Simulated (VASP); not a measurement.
MgO, 2 atoms in the cell. Symmetry: P-6m2, No. 187, hexagonal system. The conventional cell has a = 2.938 Å, b = 2.938 Å, c = 2.680 Å, α = 90.00°, β = 90.00°, γ = 120.00°. Within 3.0 Å of Mg (site symmetry -6m2) lie 6 O at 2.16 Å and 8 Mg at 2.68 to 2.94 Å. O (site symmetry -6m2) has 6 Mg at 2.16 Å and 8 O at 2.68 to 2.94 Å within 3.0 Å. 

| Quantity | Value |
| --- | --- |
| Program | VASP 6.6.1 |
| Task | relaxation of cell and atoms |
| Functional | LDA |
| Potentials or basis | VASP PAW LDA potentials, release 64 (Mg, O) |
| Cutoff | 600 eV |
| k mesh | 12 × 12 × 8 |
| Occupations | gaussian, width 0.01 eV |
| Spin | no spin polarisation |
| Target pressure | 30 GPa |
| Dipole correction | no |
| Further INCAR settings | ALGO = Normal; EDIFF = 1e-06; IBRION = 2; EDIFFG = -0.01; NSW = 80; ISIF = 3 |

Potentials or basis: VASP PAW LDA potentials, release 64 (Mg, O).

The run is started by

```sh
$ cat potpaw_LDA.64/Mg/POTCAR potpaw_LDA.64/O/POTCAR > POTCAR
$ mpirun -np 1 vasp_std > vasp.out
```

Hardware: 1 thread of Intel Xeon 8259CL, with other jobs on the host.

Question: Estimate the wall time of this run.

Answer: Run time: 98 s on 1 thread of Intel Xeon 8259CL, with other jobs on the host, peak memory 0.16 GiB. Counts: scf iterations 57, k points 95, ion steps 9.
